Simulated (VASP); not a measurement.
# Rb3Na (Pm-3m) in VASP: further runs

The runs below take Rb3Na through single point, relaxation of volume and atoms at fixed shape, with LDA.

All numbers are computed with VASP 6.6.1; they aren't measurements. Logs are shortened: lines on timing, memory, paths and dates and some standing lists are left out, and cuts for length are marked.

### Step 1. The cell of the first run

It takes space group Pm-3m (No. 221, cubic). Conventional cell: a = 6.372 Å, b = 6.372 Å, c = 6.372 Å, α = 90.00°, β = 90.00°, γ = 90.00°.

### Step 2. Single point, LDA

Input file INCAR:

```
PREC     = Accurate       # precision mode
ENCUT    = 520            # plane-wave cutoff, eV
EDIFF    = 1E-6           # SCF threshold, eV
ISMEAR   = -1             # smearing method
SIGMA    = 0.1            # smearing width, eV
LREAL    = F              # projectors in reciprocal space
LASPH    = T              # aspherical terms in the spheres
NELM     = 100            # most SCF steps
ALGO     = Normal         # electronic algorithm
ISIF     = 2              # what is computed and relaxed
LWAVE    = F              # write WAVECAR
LCHARG   = T              # write CHGCAR
GGA      = CA             # functional
LELF     = T              # ELF
LVHAR    = T            
NBANDS   = 25             # bands
```

Input file KPOINTS:

```
regular mesh
0
Gamma
  4 4 4
```

Input file POSCAR:

```
Rb3Na
1.0
    6.3724073036      0.0000000000      0.0000000000
    0.0000000000      6.3724073036      0.0000000000
    0.0000000000      0.0000000000      6.3724073036
Rb Na
3 1
Direct
    0.0000000000      0.5000000000      0.5000000000
    0.5000000000      0.0000000000      0.5000000000
    0.5000000000      0.5000000000      0.0000000000
    0.0000000000      0.0000000000      0.0000000000
```

Potentials or basis: VASP PAW LDA potentials, release 64 (Rb_sv, Na_pv).

The run is started by

```
$ cat potpaw_LDA.64/Rb_sv/POTCAR potpaw_LDA.64/Na_pv/POTCAR > POTCAR
$ mpirun -np 1 vasp_std > vasp.out
```

OUTCAR:

```text
PREC = Accurate
   ENCUT = 520
   EDIFF = 1E-6
   ISMEAR = -1
   LREAL = F
   LASPH = T
   NELM = 100
   ISIF = 2
   GGA = CA

 ion  position               nearest neighbor table
   1  0.000  0.500  0.500-   2 4.51   3 4.51   3 4.51   2 4.51   2 4.51   3 4.51   3 4.51   2 4.51

   2  0.500  0.000  0.500-   1 4.51   3 4.51   3 4.51   1 4.51   3 4.51   3 4.51   1 4.51   1 4.51

   3  0.500  0.500  0.000-   1 4.51   2 4.51   1 4.51   2 4.51   2 4.51   2 4.51   1 4.51   1 4.51

   4  0.000  0.000  0.000-

  LATTYP: Found a simple cubic cell.
 ALAT       =     6.3724073036

  Lattice vectors:

 A1 = (   6.3724073036,   0.0000000000,   0.0000000000)
 A2 = (   0.0000000000,   6.3724073036,   0.0000000000)
 A3 = (   0.0000000000,   0.0000000000,   6.3724073036)

Analysis of symmetry for initial positions (statically):
=====================================================================
 Subroutine PRICEL returns:
 Original cell was already a primitive cell.

 Routine SETGRP: Setting up the symmetry group for a
 simple cubic supercell.

 Subroutine GETGRP returns: Found 48 space group operations
 (whereof 48 operations were pure point group operations)
 out of a pool of 48 trial point group operations.

The static configuration has the point symmetry O_h .

Analysis of symmetry for dynamics (positions and initial velocities):
=====================================================================
 Subroutine PRICEL returns:
 Original cell was already a primitive cell.

 Routine SETGRP: Setting up the symmetry group for a
 simple cubic supercell.

 Subroutine GETGRP returns: Found 48 space group operations
 (whereof 48 operations were pure point group operations)
 out of a pool of 48 trial point group operations.

The dynamic configuration has the point symmetry O_h .

 Subroutine INISYM returns: Found 48 space group operations
 (whereof 48 operations are pure point group operations),
 and found     1 'primitive' translations

----------------------------------------------------------------------------------------

                                     Primitive cell

  volume of cell :     258.7680

  direct lattice vectors                    reciprocal lattice vectors
     6.372407304  0.000000000  0.000000000     0.156926567  0.000000000  0.000000000
     0.000000000  6.372407304  0.000000000     0.000000000  0.156926567  0.000000000
     0.000000000  0.000000000  6.372407304     0.000000000  0.000000000  0.156926567

  length of vectors
     6.372407304  6.372407304  6.372407304     0.156926567  0.156926567  0.156926567

  position of ions in fractional coordinates (direct lattice)
     0.000000000  0.500000000  0.500000000
     0.500000000  0.000000000  0.500000000
     0.500000000  0.500000000  0.000000000
     0.000000000  0.000000000  0.000000000

  ion indices of the primitive-cell ions
   primitive index   ion index
                 1           1
                 2           2
                 3           3
                 4           4

----------------------------------------------------------------------------------------

 KPOINTS: regular mesh

Automatic generation of k-mesh.
 Grid dimensions read from file:
 generate k-points for:    4    4    4

 Generating k-lattice:

  Cartesian coordinates                     Fractional coordinates (reciprocal lattice)
     0.039231642  0.000000000  0.000000000     0.250000000  0.000000000  0.000000000
     0.000000000  0.039231642  0.000000000     0.000000000  0.250000000  0.000000000
     0.000000000  0.000000000  0.039231642     0.000000000  0.000000000  0.250000000

  Length of vectors
     0.039231642  0.039231642  0.039231642

  Shift w.r.t. Gamma in fractional coordinates (k-lattice)
     0.000000000  0.000000000  0.000000000

 Subroutine IBZKPT returns following result:
 ===========================================

 Found     10 irreducible k-points:

 Following reciprocal coordinates:
            Coordinates               Weight
  0.000000  0.000000  0.000000      1.000000
  0.250000  0.000000  0.000000      6.000000
  0.500000  0.000000  0.000000      3.000000
  0.250000  0.250000  0.000000     12.000000
  0.500000  0.250000  0.000000     12.000000
  0.500000  0.500000  0.000000      3.000000
  0.250000  0.250000  0.250000      8.000000
  0.500000  0.250000  0.250000     12.000000
  0.500000  0.500000  0.250000      6.000000
  0.500000  0.500000  0.500000      1.000000
   k-points           NKPTS =     10   k-points in BZ     NKDIM =     10   number of bands    NBANDS=     25
   number of dos      NEDOS =    301   number of ions     NIONS =      4
   total plane-waves  NPLWV = 110592
   dimension x,y,z NGX =    48 NGY =   48 NGZ =   48
   dimension x,y,z NGXF=    96 NGYF=   96 NGZF=   96
   ions per type =               3   1
   NGX,Y,Z   is equivalent  to a cutoff of  12.52, 12.52, 12.52 a.u.
   NGXF,Y,Z  is equivalent  to a cutoff of  25.04, 25.04, 25.04 a.u.
 SYSTEM =  unknown system
   PREC   = accura    normal or accurate (medium, high low for compatibility)
   ISTART =      0    job   : 0-new  1-cont  2-samecut
   ICHARG =      2    charge: 1-file 2-atom 10-const
   ISPIN  =      1    spin polarized calculation?
   LNONCOLLINEAR =      F non collinear calculations
   LSORBIT =      F    spin-orbit coupling
   LASPH  =      T    aspherical Exc in radial PAW
   ENCUT  =  520.0 eV  38.22 Ry    6.18 a.u.  11.85 11.85 11.85*2*pi/ulx,y,z
   NELM   =    100;   NELMIN=  2; NELMDL= -5     # of ELM steps
   EDIFF  = 0.1E-05   stopping-criterion for ELM
   LREAL  =      F    real-space projection
   EDIFFG = 0.1E-04   stopping-criterion for IOM
   NSW    =      0    number of steps for IOM
   IBRION =     -1    ionic relax: 0-MD 1-quasi-New 2-CG
   NFREE  =      0    steps in history (QN), initial steepest desc. (CG)
   ISIF   =      2    stress and relaxation
   ISYM   =      2    0-nonsym 1-usesym 2-fastsym
   POTIM  = 0.5000    time-step for ionic-motion
   TEBEG  =    0.0;   TEEND  =   0.0 temperature during run
   PSTRESS=    0.0 pullay stress
   NELECT =      34.0000    total number of electrons
   NUPDOWN=      -1.0000    fix difference up-down
   EMIN   =  10.00;   EMAX   =-10.00  energy-range for DOS
   EFERMI =   0.00;   METHOD = LEGACY
   ISMEAR =    -1;   SIGMA  =   0.10  broadening in eV -4-tet -1-fermi 0-gaus
   EFERMI_NEDOS =   21; number of points for ismear=-14 and -15
   IALGO  =     38    algorithm
   IMIX   =      4    mixing-type and parameters
     AMIX     =   0.40;   BMIX     =  1.00
     AMIX_MAG =   1.60;   BMIX_MAG =  1.00
  volume/ion in A,a.u.               =      64.69       436.56
  Fermi-wavevector in a.u.,A,eV,Ry     =   0.832270  1.572762  9.424395  0.692673
  Thomas-Fermi vector in A             =   1.945298
   LORBIT       =      0    0 simple, 1 ext, 2 COOP (PROOUT), +10 PAW based schemes
   GGA     = CA    functional components
   LHFCALC =     F    Hartree Fock is set to
   AEXX    =    0.0000 exact exchange contribution
   IVDW    =     0    specifies the selected vdW correction
   LEPSILON=     F    determine dielectric tensor
   LRPA    =     F    only Hartree local field effects (RPA)
 non-spin polarized calculation
  energy-cutoff  :      520.00
  volume of cell :      258.77
 maximum number of plane-waves:      7012
 NGX is ok and might be reduce to    48
   NGX = 23   NGY = 23   NGZ = 23

 number of electron      33.9999990 magnetization

 Free energy of the ion-electron system (eV)
  ---------------------------------------------------
  ext. energy  EPLUGINS =         0.00000000
  ---------------------------------------------------
  free energy    TOTEN  =        -4.56072311 eV

  energy without entropy =       -4.44087346  energy(sigma->0) =       -4.50079829

 E-fermi :   0.2426     XC(G=0):  -6.3137

 val. band max:        0.1908717370   @ k =   0.2500   0.2500   0.0000
 cond. band min:       0.2767424931   @ k =   0.2500   0.2500   0.2500
 fundamental gap:      0.0858707561
 Fermi energy:         0.2426048707

 k-point     1 :       0.0000    0.0000    0.0000
  band No.  band energies     occupation
      1     -28.4330      2.00000
      2     -28.4138      2.00000
      3     -28.4138      2.00000
      4     -24.8669      2.00000
      5     -24.8669      2.00000
      6     -24.8669      2.00000
[... 17 lines left out ...]
     24       2.3377      0.00000
     25       2.3377      0.00000

 k-point     2 :       0.2500    0.0000    0.0000
  band No.  band energies     occupation
      1     -28.4306      2.00000
      2     -28.4163      2.00000
      3     -28.4138      2.00000
      4     -24.8669      2.00000
      5     -24.8669      2.00000
      6     -24.8669      2.00000
[... 17 lines left out ...]
     24       2.4987      0.00000
     25       2.7847      0.00000

 k-point     3 :       0.5000    0.0000    0.0000
  band No.  band energies     occupation
      1     -28.4266      2.00000
      2     -28.4202      2.00000
      3     -28.4138      2.00000
      4     -24.8669      2.00000
      5     -24.8669      2.00000
      6     -24.8669      2.00000
[... 17 lines left out ...]
     24       2.7548      0.00000
     25       2.9041      0.00000

 k-point     4 :       0.2500    0.2500    0.0000
  band No.  band energies     occupation
      1     -28.4284      2.00000
      2     -28.4170      2.00000
      3     -28.4152      2.00000
      4     -24.8669      2.00000
      5     -24.8669      2.00000
      6     -24.8669      2.00000
[... 17 lines left out ...]
     24       2.7494      0.00000
     25       2.7877      0.00000
[... 85 lines left out ...]
 k-point     8 :       0.5000    0.2500    0.2500
  band No.  band energies     occupation
      1     -28.4234      2.00000
      2     -28.4202      2.00000
      3     -28.4170      2.00000
      4     -24.8669      2.00000
      5     -24.8669      2.00000
      6     -24.8669      2.00000
[... 17 lines left out ...]
     24       3.1602      0.00000
     25       3.2480      0.00000

 k-point     9 :       0.5000    0.5000    0.2500
  band No.  band energies     occupation
      1     -28.4202      2.00000
      2     -28.4202      2.00000
      3     -28.4202      2.00000
      4     -24.8669      2.00000
      5     -24.8669      2.00000
      6     -24.8669      2.00000
[... 17 lines left out ...]
     24       3.6091      0.00000
     25       3.6112      0.00000

 k-point    10 :       0.5000    0.5000    0.5000
  band No.  band energies     occupation
      1     -28.4202      2.00000
      2     -28.4202      2.00000
      3     -28.4202      2.00000
      4     -24.8669      2.00000
      5     -24.8669      2.00000
      6     -24.8669      2.00000
[... 17 lines left out ...]
     24       3.9293      0.00000
     25       3.9294      0.00000

------------------------ aborting loop because EDIFF is reached ----------------------------------------

  FORCE on cell =-STRESS in cart. coord.  units (eV):
  Direction    XX          YY          ZZ          XY          YZ          ZX
  --------------------------------------------------------------------------------------
  -------------------------------------------------------------------------------------
  Total       -0.0012598     -0.0012598     -0.0012598     -0.0000000     -0.0000000     -0.0000000
  in kB       -0.0078001     -0.0078001     -0.0078001     -0.0000000     -0.0000000     -0.0000000
  external PRESSURE =      -0.0078001 kB  Pullay stress =       0.0000000 kB

 VOLUME and BASIS-vectors are now :
 -----------------------------------------------------------------------------
  energy-cutoff  :      520.00
  volume of cell :      258.77
      direct lattice vectors                 reciprocal lattice vectors
     6.372407304  0.000000000  0.000000000     0.156926567  0.000000000  0.000000000
     0.000000000  6.372407304  0.000000000     0.000000000  0.156926567  0.000000000
     0.000000000  0.000000000  6.372407304     0.000000000  0.000000000  0.156926567

 POSITION                                       TOTAL-FORCE (eV/Angst)
 -----------------------------------------------------------------------------------
      0.00000      3.18620      3.18620         0.000000      0.000000      0.000000
      3.18620      0.00000      3.18620         0.000000      0.000000      0.000000
      3.18620      3.18620      0.00000         0.000000      0.000000      0.000000
      0.00000      0.00000      0.00000         0.000000      0.000000      0.000000
 -----------------------------------------------------------------------------------
    total drift:                                0.000000     -0.000000     -0.000000

  FREE ENERGIE OF THE ION-ELECTRON SYSTEM (eV)
  ---------------------------------------------------
  free  energy   TOTEN  =        -4.5607231128 eV

  energy  without entropy=       -4.4408734600  energy(sigma->0) =       -4.50079829
```

Run time: 34 s. Hardware: 1 thread of AMD EPYC 9R45 (Zen 5), shared host; peak memory 0.23 GiB.

Results:

```yaml
Free_energy: -4.5607 eV
Pressure: 0.0 GPa
Band_gap_on_the_k_mesh: zero (bands 17 and 18 overlap by 0.68 eV)
```

(Part 1 of 2 ends here.)
